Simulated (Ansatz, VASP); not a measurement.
# CuO: VASP beside Ansatz

Contents of INCAR:

```
PREC = Accurate ; ENCUT = 520
EDIFF = 1E-6 ; ISMEAR = -1
SIGMA = 0.05 ; LREAL = False
LASPH = True ; NELM = 80
ALGO = Normal ; ISIF = 2
LWAVE = False ; LCHARG = False
GGA = PE ; NBANDS = 16
```

File KPOINTS:

```
Automatic mesh
0
Gamma
  5 5 4
```

Contents of POSCAR:

```
CuO
1.0
    2.8363251100      0.0000000000      0.0000000000
   -1.4181625500      2.4563296000      0.0000000000
    0.0000000000      0.0000000000      2.7681127800
Cu O
1 1
Direct
    0.0000000000      0.0000000000      0.0000000000
    0.6666666667      0.3333333333      0.5000000000
```

input.yaml

```yaml
crystal:
  lattice:
    - [2.83632511, 0.0, 0.0]
    - [-1.41816255, 2.4563296, 0.0]
    - [0.0, 0.0, 2.76811278]
  atoms:
    - { symbol: Cu, position: [0.0, 0.0, 0.0] }
    - { symbol: O, position: [0.6666666667, 0.3333333333, 0.5] }
hamiltonian:
  xc: pbe
  pseudopotentials: { kind: paw }
kpoints:
  mp_grid: { grid: [5, 5, 4] }
scf:
  occupations: { method: fermi_dirac, width: 0.05 }
output:
  forces: true
  stress: true
  eigenvalues: true
```

Alike in both runs: task single point; functional PBE; k mesh 5 × 5 × 4; occupations fermi-dirac, width 0.05 eV; no spin polarisation.

|  | VASP | Ansatz |
| --- | --- | --- |
| version | VASP 6.6.1 | Ansatz 0.2.0 |
| potentials or method | VASP PAW PBE potentials, release 64 (Cu, O) | Ansatz PAW |
| plane-wave cutoff (eV) | 520 | 420 |
| valence electrons in the cell | 17 | 25 |

VASP gave:

```
gap on the k mesh at the Fermi level (eV)                     : none
pressure (GPa)                                                : -0.1
traceless stress, the component that is largest in VASP (GPa) : -7.60
```

Q: What did Ansatz give for the same quantities?

A: gap on the k mesh at the Fermi level (eV): none; pressure (GPa): -0.4; traceless stress, the component that is largest in VASP (GPa): -7.56.

A gap of «none» marks a metal or a gap that the smearing closes. VASP's potentials hold 17 valence electrons a cell and Ansatz's 25, so a difference there can come from the potentials and not from the codes.

The k mesh is coarse, so the values compare programs but aren't converged.
